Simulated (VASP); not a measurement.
# SiC in VASP: single point with LDA

Aim: the single point of SiC with LDA.

All numbers are computed with VASP 6.6.1; they aren't measurements. Logs are shortened: lines on timing, memory, paths and dates and some standing lists are left out, and cuts for length are marked.

**1. The cell of the first run**

The cell holds a slab with vacuum, 8 atoms: a = 3.056 Å, b = 5.016 Å, c = 17.529 Å, α = 90.00°, β = 90.00°, γ = 90.00°.

**2. Single point, LDA**

Contents of INCAR:

```
SYSTEM = SiC
PREC     = Accurate       ! precision mode
ENCUT    = 520            ! plane-wave cutoff, eV
EDIFF    = 1E-7           ! SCF threshold, eV
ISMEAR   = 0              ! smearing method
SIGMA    = 0.05           ! smearing width, eV
LREAL    = .False.        ! projectors in reciprocal space
LASPH    = .True.         ! aspherical terms in the spheres
NELM     = 100            ! most SCF steps
ALGO     = Normal         ! electronic algorithm
ISIF     = 2              ! what is computed and relaxed
LWAVE    = .False.        ! write WAVECAR
LCHARG   = .True.         ! write CHGCAR
LDIPOL   = .True.       
IDIPOL   = 3            
DIPOL    = 0.5 0.5 0.499
LELF     = .True.         ! ELF
LVHAR    = .True.       
LVACPOTAV= .True.       
NBANDS   = 26             ! bands
```

Contents of KPOINTS:

```
regular mesh
0
Gamma
  9 6 1
  0 0 0
```

Contents of POSCAR:

```
SiC
1.0
    3.0563072981      0.0000000000      0.0000000000
    0.0000000000      5.0163291813      0.0000000000
    0.0000000000      0.0000000000     17.5291196826
Si C
4 4
Direct
    0.0000000000      0.9953970937      0.3993355129
    0.5000000000      0.4953970937      0.4496677565
    0.5000000000      0.9933394623      0.5547699341
    0.0000000000      0.4657447851      0.5862241592
    0.0000000000      0.6196029063      0.3993355129
    0.5000000000      0.1196029063      0.4496677565
    0.5000000000      0.6245248121      0.5550347318
    0.0000000000      0.1236384346      0.5947261083
```

Potentials or basis: VASP PAW LDA potentials, release 64 (Si, C).

On the command line:

```console
$ cat potpaw_LDA.64/Si/POTCAR potpaw_LDA.64/C/POTCAR > POTCAR
$ mpirun -np 1 vasp_std > vasp.out
```

OUTCAR:

```text
SYSTEM = SiC
   PREC = Accurate
   ENCUT = 520
   EDIFF = 1E-7
   ISMEAR = 0
   LREAL = .False.
   LASPH = .True.
   NELM = 100
   ISIF = 2

 ion  position               nearest neighbor table
   1  0.000  0.995  0.399-   6 1.87   6 1.87   5 1.89   2 3.07   2 3.07   2 3.07   2 3.07   3 3.12
                             3 3.12
   2  0.500  0.495  0.450-   5 1.87   5 1.87   6 1.89   7 1.96   4 2.84   4 2.84   1 3.07   1 3.07
                             1 3.07   1 3.07   3 3.10   3 3.12
   3  0.500  0.993  0.555-   8 1.80   8 1.80   7 1.85   6 1.95   4 2.87   4 2.87   2 3.10   4 3.11
                             4 3.11   2 3.12   1 3.12   1 3.12
   4  0.000  0.466  0.586-   8 1.72   7 1.81   7 1.81   2 2.84   2 2.84   3 2.87   3 2.87   3 3.11
                             3 3.11
   5  0.000  0.620  0.399-   2 1.87   2 1.87   1 1.89
   6  0.500  0.120  0.450-   1 1.87   1 1.87   2 1.89   3 1.95
   7  0.500  0.625  0.555-   4 1.81   4 1.81   3 1.85   2 1.96
   8  0.000  0.124  0.595-   4 1.72   3 1.80   3 1.80

  LATTYP: Found a simple orthorhombic cell.
 ALAT       =     3.0563072981
 B/A-ratio  =     1.6413039305
 C/A-ratio  =     5.7353917564

  Lattice vectors:

 A1 = (   3.0563072981,   0.0000000000,   0.0000000000)
 A2 = (   0.0000000000,   5.0163291813,   0.0000000000)
 A3 = (   0.0000000000,   0.0000000000,  17.5291196826)

Analysis of symmetry for initial positions (statically):
=====================================================================
 Subroutine PRICEL returns:
 Original cell was already a primitive cell.

 Routine SETGRP: Setting up the symmetry group for a
 simple orthorhombic supercell.

 Subroutine GETGRP returns: Found  2 space group operations
 (whereof  2 operations were pure point group operations)
 out of a pool of  8 trial point group operations.

The static configuration has the point symmetry C_1h.

Analysis of symmetry for dynamics (positions and initial velocities):
=====================================================================
 Subroutine PRICEL returns:
 Original cell was already a primitive cell.

 Routine SETGRP: Setting up the symmetry group for a
 simple orthorhombic supercell.

 Subroutine GETGRP returns: Found  2 space group operations
 (whereof  2 operations were pure point group operations)
 out of a pool of  8 trial point group operations.

The dynamic configuration has the point symmetry C_1h.

 Subroutine INISYM returns: Found  2 space group operations
 (whereof  2 operations are pure point group operations),
 and found     1 'primitive' translations

----------------------------------------------------------------------------------------

                                     Primitive cell

  volume of cell :     268.7467

  direct lattice vectors                    reciprocal lattice vectors
     3.056307298  0.000000000  0.000000000     0.327192230  0.000000000  0.000000000
     0.000000000  5.016329181  0.000000000     0.000000000  0.199348959  0.000000000
     0.000000000  0.000000000 17.529119683     0.000000000  0.000000000  0.057047930

  length of vectors
     3.056307298  5.016329181 17.529119683     0.327192230  0.199348959  0.057047930

  position of ions in fractional coordinates (direct lattice)
     0.000000000  0.995397094  0.399335513
     0.500000000  0.495397094  0.449667756
     0.500000000  0.993339462  0.554769934
     0.000000000  0.465744785  0.586224159
     0.000000000  0.619602906  0.399335513
     0.500000000  0.119602906  0.449667756
     0.500000000  0.624524812  0.555034732
     0.000000000  0.123638435  0.594726108

  ion indices of the primitive-cell ions
   primitive index   ion index
                 1           1
                 2           2
                 3           3
                 4           4
                 5           5
                 6           6
                 7           7
                 8           8

----------------------------------------------------------------------------------------

 KPOINTS: regular mesh

Automatic generation of k-mesh.
 Grid dimensions read from file:
 generate k-points for:    9    6    1

 Generating k-lattice:

  Cartesian coordinates                     Fractional coordinates (reciprocal lattice)
     0.036354692  0.000000000  0.000000000     0.111111111  0.000000000  0.000000000
     0.000000000  0.033224826  0.000000000     0.000000000  0.166666667  0.000000000
     0.000000000  0.000000000  0.057047930     0.000000000  0.000000000  1.000000000

  Length of vectors
     0.036354692  0.033224826  0.057047930

  Shift w.r.t. Gamma in fractional coordinates (k-lattice)
     0.000000000  0.000000000  0.000000000

 Subroutine IBZKPT returns following result:
 ===========================================

 Found     20 irreducible k-points:

 Following reciprocal coordinates:
            Coordinates               Weight
  0.000000  0.000000  0.000000      1.000000
  0.111111  0.000000  0.000000      2.000000
  0.222222  0.000000  0.000000      2.000000
  0.333333  0.000000  0.000000      2.000000
  0.444444  0.000000  0.000000      2.000000
  0.000000  0.166667  0.000000      2.000000
[... 12 lines left out ...]
  0.333333  0.500000  0.000000      2.000000
  0.444444  0.500000  0.000000      2.000000
   k-points           NKPTS =     20   k-points in BZ     NKDIM =     20   number of bands    NBANDS=     26
   number of dos      NEDOS =    301   number of ions     NIONS =      8
   total plane-waves  NPLWV = 134400
   dimension x,y,z NGX =    24 NGY =   40 NGZ =  140
   dimension x,y,z NGXF=    48 NGYF=   80 NGZF=  280
   ions per type =               4   4
   NGX,Y,Z   is equivalent  to a cutoff of  13.05, 13.26, 13.28 a.u.
   NGXF,Y,Z  is equivalent  to a cutoff of  26.11, 26.51, 26.56 a.u.
 SYSTEM =  SiC
   PREC   = accura    normal or accurate (medium, high low for compatibility)
   ISTART =      0    job   : 0-new  1-cont  2-samecut
   ICHARG =      2    charge: 1-file 2-atom 10-const
   ISPIN  =      1    spin polarized calculation?
   LNONCOLLINEAR =      F non collinear calculations
   LSORBIT =      F    spin-orbit coupling
   LASPH  =      T    aspherical Exc in radial PAW
   ENCUT  =  520.0 eV  38.22 Ry    6.18 a.u.   5.68  9.33 32.59*2*pi/ulx,y,z
   NELM   =    100;   NELMIN=  2; NELMDL= -5     # of ELM steps
   EDIFF  = 0.1E-06   stopping-criterion for ELM
   LREAL  =      F    real-space projection
   EDIFFG = 0.1E-05   stopping-criterion for IOM
   NSW    =      0    number of steps for IOM
   IBRION =     -1    ionic relax: 0-MD 1-quasi-New 2-CG
   NFREE  =      0    steps in history (QN), initial steepest desc. (CG)
   ISIF   =      2    stress and relaxation
   ISYM   =      2    0-nonsym 1-usesym 2-fastsym
   POTIM  = 0.5000    time-step for ionic-motion
   TEBEG  =    0.0;   TEEND  =   0.0 temperature during run
   PSTRESS=    0.0 pullay stress
   NELECT =      32.0000    total number of electrons
   NUPDOWN=      -1.0000    fix difference up-down
   EMIN   =  10.00;   EMAX   =-10.00  energy-range for DOS
   EFERMI =   0.00;   METHOD = LEGACY
   ISMEAR =     0;   SIGMA  =   0.05  broadening in eV -4-tet -1-fermi 0-gaus
   EFERMI_NEDOS =   21; number of points for ismear=-14 and -15
   IALGO  =     38    algorithm
   IMIX   =      4    mixing-type and parameters
     AMIX     =   0.40;   BMIX     =  1.00
     AMIX_MAG =   1.60;   BMIX_MAG =  1.00
  volume/ion in A,a.u.               =      33.59       226.70
  Fermi-wavevector in a.u.,A,eV,Ry     =   0.805398  1.521981  8.825632  0.648666
  Thomas-Fermi vector in A             =   1.913635
   LORBIT       =      0    0 simple, 1 ext, 2 COOP (PROOUT), +10 PAW based schemes
   GGA     = CA    functional components
   LHFCALC =     F    Hartree Fock is set to
   AEXX    =    0.0000 exact exchange contribution
   IVDW    =     0    specifies the selected vdW correction
   LEPSILON=     F    determine dielectric tensor
   LRPA    =     F    only Hartree local field effects (RPA)
 non-spin polarized calculation
 Gauss-broadening in eV      SIGMA  =   0.05
  energy-cutoff  :      520.00
  volume of cell :      268.75
 maximum number of plane-waves:      7264
 NGX is ok and might be reduce to    24
   NGX = 11   NGY = 19   NGZ = 65

 dipolmoment           0.000000      0.000000      0.002866 electrons x Angstroem

 number of electron      32.0000000 magnetization

 dipolmoment           0.000000      0.000000     -0.015261 electrons x Angstroem

 Free energy of the ion-electron system (eV)
  ---------------------------------------------------
  ext. energy  EPLUGINS =         0.00000000
  ---------------------------------------------------
  free energy    TOTEN  =       -60.85809254 eV

  energy without entropy =      -60.85809254  energy(sigma->0) =      -60.85809254

 E-fermi :  -0.7514     XC(G=0):  -4.5115

 val. band max:       -1.0105674490   @ k =   0.1111   0.0000   0.0000
 cond. band min:      -0.4722636395   @ k =   0.3333   0.5000   0.0000
 fundamental gap:      0.5383038095
 Fermi energy:        -0.7513784003

 k-point     1 :       0.0000    0.0000    0.0000
  band No.  band energies     occupation
      1     -16.4864      2.00000
      2     -14.3974      2.00000
      3     -12.7789      2.00000
      4     -11.1007      2.00000
      5      -9.7895      2.00000
      6      -8.8020      2.00000
[... 18 lines left out ...]
     25       5.5458      0.00000
     26       5.7111      0.00000

 k-point     2 :       0.1111    0.0000    0.0000
  band No.  band energies     occupation
      1     -16.3258      2.00000
      2     -14.2437      2.00000
      3     -12.6525      2.00000
      4     -11.0315      2.00000
      5      -9.6455      2.00000
      6      -8.6657      2.00000
[... 18 lines left out ...]
     25       5.4503      0.00000
[... 492 lines left out ...]
     25       5.8327      0.00000
     26       6.0564      0.00000

 k-point    20 :       0.4444    0.5000    0.0000
  band No.  band energies     occupation
      1     -13.4416      2.00000
      2     -12.9368      2.00000
      3     -12.1541      2.00000
      4     -11.3584      2.00000
      5      -9.6002      2.00000
      6      -9.3366      2.00000
[... 18 lines left out ...]
     25       5.8284      0.00000
     26       6.4019      0.00000

------------------------ aborting loop because EDIFF is reached ----------------------------------------

  FORCE on cell =-STRESS in cart. coord.  units (eV):
  Direction    XX          YY          ZZ          XY          YZ          ZX
  --------------------------------------------------------------------------------------
  -------------------------------------------------------------------------------------
  Total        2.8741741     -1.1993799     -3.2154807      0.0000000      0.7736255      0.0000000
  in kB       17.1348577     -7.1502989    -19.1696129      0.0000000      4.6120945      0.0000000
  external PRESSURE =      -3.0616847 kB  Pullay stress =       0.0000000 kB

 VOLUME and BASIS-vectors are now :
 -----------------------------------------------------------------------------
  energy-cutoff  :      520.00
  volume of cell :      268.75
      direct lattice vectors                 reciprocal lattice vectors
     3.056307298  0.000000000  0.000000000     0.327192230  0.000000000  0.000000000
     0.000000000  5.016329181  0.000000000     0.000000000  0.199348959  0.000000000
     0.000000000  0.000000000 17.529119683     0.000000000  0.000000000  0.057047930

 POSITION                                       TOTAL-FORCE (eV/Angst)
 -----------------------------------------------------------------------------------
      0.00000      4.99324      7.00000         0.000000     -2.239616      2.252957
      1.52815      2.48507      7.88228         0.000000      0.709329     -2.604694
      1.52815      4.98292      9.72463         0.000000     -0.014468      0.011153
      0.00000      2.33633     10.27599         0.000000      0.019992      0.000971
      0.00000      3.10813      7.00000         0.000000      1.335167      1.416169
      1.52815      0.59997      7.88228         0.000000      0.203679     -1.087672
      1.52815      3.13282      9.72927         0.000000      0.014213     -0.004235
      0.00000      0.62021     10.42503         0.000000     -0.028295      0.015351
 -----------------------------------------------------------------------------------
    total drift:                                0.000000      0.000005      0.000017

  FREE ENERGIE OF THE ION-ELECTRON SYSTEM (eV)
  ---------------------------------------------------
  free  energy   TOTEN  =       -60.8580925434 eV

  energy  without entropy=      -60.8580925434  energy(sigma->0) =      -60.85809254

 vacuum level on the upper side and lower side of the slab         4.158         4.338
```

Run time: 5.8 min. Hardware: 1 thread of Intel Xeon Platinum 8259CL at 2.50GHz (Skylake/Cascade Lake), shared host; peak memory 0.33 GiB.

Results:

| Item | Value |
| --- | --- |
| Free energy | -60.8581 eV |
| Largest force | 3.177 eV/Å |
| Band gap on the k mesh | 0.54 eV, indirect (least direct gap 0.72 eV) |

Forces in eV/Å, atoms in the order of the input:
```
Si   0.000 -2.240  2.253
Si   0.000  0.709 -2.605
Si   0.000 -0.014  0.011
Si   0.000  0.020  0.001
C    0.000  1.335  1.416
C    0.000  0.204 -1.088
C    0.000  0.014 -0.004
C    0.000 -0.028  0.015
```

Levels at points of the mesh, in eV from the valence-band top:
```csv
k point,band 13,band 14,band 15,band 16,band 17,band 18,band 19,band 20
"(0.00, 0.00, 0.00)",-1.49,-1.18,-0.20,-0.08,1.04,2.54,3.24,4.02
"(0.00, 0.50, 0.00)",-1.59,-1.52,-1.09,-0.92,0.91,2.08,3.78,4.51
```
